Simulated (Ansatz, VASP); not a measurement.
# Two plane-wave programs on Mg2SO

```
O S Mg
1.0
     1.59281    0.91961    5.24350
    -1.59281    0.91961    5.24350
     0.00000   -1.83922    5.24350
O S Mg
1 1 2
Cartesian
  1.5928 0.9196 5.2435
  0.0000 0.0000 7.8653
  0.0000 0.0000 4.1321
  0.0000 0.0000 11.5984
```

Change from the starting cell: hydrostatic strain -4.6%.

Alike in both runs: task single point; functional PBE; k mesh 10 × 10 × 10; occupations fermi-dirac, width 0.02 eV; no spin polarisation.

|  | VASP | Ansatz |
| --- | --- | --- |
| version | VASP 6.6.1 | Ansatz 0.2.0 |
| potentials or method | VASP PAW PBE potentials, release 64 (O, S, Mg) | plane waves, PAW |
| plane-wave cutoff (eV) | 520 | 420 |
| valence electrons in the cell | 16 | 32 |

Ansatz gave:

```
gap on the k mesh at the Fermi level (eV)                     : 1.23
pressure (GPa)                                                : 22.7
traceless stress, the component that is largest in VASP (GPa) : 0.51
rms of the force components (eV/Å)                            : 0.005
```

Which values does VASP return?

gap on the k mesh at the Fermi level (eV): 1.21; pressure (GPa): 22.2; traceless stress, the component that is largest in VASP (GPa): 0.60; rms of the force components (eV/Å): 0.007.

Atom by atom the forces differ by 0.002 eV/Å (rms over components). VASP's potentials hold 16 valence electrons a cell and Ansatz's 32, so a difference there can come from the potentials and not from the codes.
